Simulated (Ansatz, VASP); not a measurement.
One calculation of Cs, two programs

```
Cs
1.0
     5.45731    0.00000    0.00000
    -2.72865    4.72617    0.00000
     0.00000    0.00000   18.07348
Cs
4
Cartesian
  0.0000 0.0000 0.0000
  0.0000 3.1508 4.5184
  0.0000 0.0000 9.0367
  2.7287 1.5754 13.5551
```

Alike in both runs: functional PBE; k mesh 9 × 9 × 4; occupations gaussian, width 0.1 eV; no spin polarisation.

Ansatz relaxed the structure, and its values are those at the end. VASP's run is a single point on that final structure, the one shown.

|  | VASP | Ansatz |
| --- | --- | --- |
| version | VASP 6.6.1 | Ansatz 0.2.0 |
| potentials or method | VASP PAW PBE potentials, release 64 (Cs_sv), cutoff 520 eV | scalar-relativistic, plane waves, PAW |
| valence electrons in the cell | 36 | 36 |

```tsv
	VASP	Ansatz	Ansatz less VASP
gap on the k mesh at the Fermi level (eV)	none	none	-
pressure (GPa)	0.0	0.0	+0.01
```

A gap of «none» marks a metal or a gap that the smearing closes. The functional is the same, so the differences come from potentials, cutoffs and numerics.

Spin-orbit coupling is off throughout.
